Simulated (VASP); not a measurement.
Here is a VASP 6.6.1 calculation.

INCAR

```
PREC = Accurate ; ENCUT = 520
EDIFF = 1E-6 ; ISMEAR = 0
SIGMA = 0.1 ; LREAL = F
LASPH = T ; NELM = 80
ALGO = Fast ; ISIF = 2
LWAVE = F ; LCHARG = F
GGA = PE ; NBANDS = 54
```

KPOINTS

```
regular mesh
0
Gamma
  8 8 8
```

POSCAR

```
Ag
1.0
   -3.6896308600      3.6896308600      3.6896308600
    3.6896308600     -3.6896308600      3.6896308600
    3.6896308600      3.6896308600     -3.6896308600
Ag
8
Direct
    0.2161303466      0.2161303466      0.2161303466
    0.5000000000      0.0000000000      0.2838696534
    0.2838696534      0.5000000000      0.0000000000
    0.0000000000      0.2838696534      0.5000000000
    0.7838696534      0.7838696534      0.7838696534
    0.5000000000      0.0000000000      0.7161303466
    0.7161303466      0.5000000000      0.0000000000
    0.0000000000      0.7161303466      0.5000000000
```

Potentials or basis: VASP PAW PBE potentials, release 64 (Ag).

The run is started by

```bash
$ cat potpaw_PBE.64/Ag/POTCAR > POTCAR
$ mpirun -np 1 vasp_std > vasp.out
```

(1) Predict the band gap on the k mesh.

(2) Predict the pressure.

Answers

(1) zero (bands 44 and 45 overlap by 2.60 eV).

(2) -0.1 GPa.
